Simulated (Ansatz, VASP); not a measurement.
## One calculation of LuAg3P4, two programs

```
Lu Ag P
1.0
     4.58929    0.00000    0.00000
    -2.29465    3.97444    0.00000
     0.00000    0.00000    8.01721
Lu Ag P
1 3 4
Direct
  0.00000 0.00000 0.00000
  0.33333 0.66667 0.18808
  0.66667 0.33333 0.81192
  0.00000 0.00000 0.50000
  0.33333 0.66667 0.81352
  0.66667 0.33333 0.18648
  0.33333 0.66667 0.52476
  0.66667 0.33333 0.47524
```

Alike in both runs: functional PBE; k mesh 12 × 12 × 6; occupations gaussian, width 0.1 eV; no spin polarisation.

Ansatz relaxed the structure, and its values are those at the end. VASP's run is a single point on that final structure, the one shown.

|  | VASP | Ansatz |
| --- | --- | --- |
| version | VASP 6.6.1 | Ansatz 0.2.0 |
| potentials or method | VASP PAW PBE potentials, release 64 (Lu, Ag, P), cutoff 520 eV | scalar-relativistic, plane waves, PAW |
| valence electrons in the cell | 78 | 102 |

Ansatz gave:

- gap on the k mesh at the Fermi level (eV): none
- pressure (GPa): 0.0
- rms of the force components (eV/Å): 0.002

Question: What did VASP give for the same quantities?

Answer: gap on the k mesh at the Fermi level (eV): none; pressure (GPa): -0.1; rms of the force components (eV/Å): 0.016.

A gap of «none» marks a metal or a gap that the smearing closes. VASP's potentials hold 78 valence electrons a cell and Ansatz's 102, so a difference there can come from the potentials and not from the codes.

Spin-orbit coupling is off throughout.
